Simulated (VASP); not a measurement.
Write the native input for VASP 6.6.1 that does the following.

- Task: single point
- Functional: r2SCAN
- Potentials or basis: VASP PAW PBE potentials, release 64 (Cu, I)
- Cutoff: 520 eV
- k mesh: 6 × 6 × 6
- Occupations: gaussian, width 0.01 eV
- Spin: no spin polarisation
- Dipole correction: no
- Further INCAR settings: ALGO = Normal; EDIFF = 1e-07; NBANDS = 26

The system is CuI.

```xyz
4
Lattice="3.6639 -3.5932 0.0000 3.6639 3.5932 0.0000 0.0000 0.0000 4.3220" Properties=species:S:1:pos:R:3 pbc="T T T"
Cu    3.6639    0.5980    3.2415
Cu    3.6639   -0.5980    1.0805
I     3.6639   -1.9917    3.2415
I     3.6639    1.9917    1.0805
```

This cell differs from its parent crystal: uniaxial x strain +4.6%.

The input as run:

POSCAR

```
CuI
1.0
    3.6638671840     -3.5931530553      0.0000000000
    3.6638671840      3.5931530553      0.0000000000
    0.0000000000      0.0000000000      4.3220095893
Cu I
2 2
Direct
    0.4167892457      0.5832107543      0.7500000000
    0.5832107543      0.4167892457      0.2500000000
    0.7771457988      0.2228542012      0.7500000000
    0.2228542012      0.7771457988      0.2500000000
```

INCAR.step1

```
PREC = Accurate ; ENCUT = 520
ISMEAR = 0 ; SIGMA = 0.01
LREAL = False ; LASPH = True
NELM = 100 ; NBANDS = 26
GGA = PE ; ALGO = Normal
EDIFF = 1E-4 ; LWAVE = True
LCHARG = False
```

INCAR.step2

```
PREC = Accurate ; ENCUT = 520
EDIFF = 1E-7 ; ISMEAR = 0
SIGMA = 0.01 ; LREAL = False
LASPH = True ; NELM = 100
ALGO = Normal ; ISIF = 2
LWAVE = False ; LCHARG = False
METAGGA = R2SCAN ; LMIXTAU = True
NBANDS = 26 ; ISTART = 1
```

KPOINTS

```
regular mesh
0
Gamma
  6 6 6
```

Potentials or basis: VASP PAW PBE potentials, release 64 (Cu, I).

Run with:

```bash
$ cat potpaw_PBE.64/Cu/POTCAR potpaw_PBE.64/I/POTCAR > POTCAR
$ cp INCAR.step1 INCAR
$ mpirun -np 1 vasp_std > vasp.out
$ cp INCAR.step2 INCAR
$ mpirun -np 1 vasp_std > vasp.out
```

It gave:

```json
{"Pressure": "0.6 GPa", "Largest force": "0.010 eV/Å", "Band gap on the k mesh": "1.40 eV"}
```

Caveat: the cell differs from its parent crystal (uniaxial x strain +4.6%); the PAW data sets were made with another functional, which shifts forces and pressure a little; spin-orbit coupling is left out, which moves the levels of the heavy elements.

Run time: 4.5 min on 1 thread of Intel(R) Xeon(R) 6975P-C (Granite Rapids), on a shared host, peak memory 0.31 GiB.
